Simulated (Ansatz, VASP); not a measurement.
**BiB in VASP and in Ansatz**

```
B Bi
1.0
     3.84999    0.00000    0.00000
    -1.92500    3.33419    0.00000
     0.00000    0.00000    6.34139
B Bi
2 2
Direct
  0.33333 0.66667 0.00011
  0.66667 0.33333 0.50011
  0.33333 0.66667 0.37489
  0.66667 0.33333 0.87489
```

Alike in both runs: task single point; functional PBE; k mesh 6 × 6 × 4; occupations fermi-dirac, width 0.02 eV; no spin polarisation.

```csv
,VASP,Ansatz
version,VASP 6.6.1,Ansatz 0.2.0
potentials or method,"VASP PAW PBE potentials, release 64 (B, Bi_d)","plane waves, PAW"
plane-wave cutoff (eV),520,420
valence electrons in the cell,36,36
```

|  | VASP | Ansatz | Ansatz less VASP |
| --- | --- | --- | --- |
| pressure (GPa) | 2.3 | 2.3 | +0.05 |
| traceless stress, the component that is largest in VASP (GPa) | -0.12 | -0.11 | +0.002 |
| rms of the force components (eV/Å) | 0.004 | 0.005 | +0.0005 |

Atom by atom the forces differ by 0.001 eV/Å (rms over components).

Neither program's run includes spin-orbit coupling.
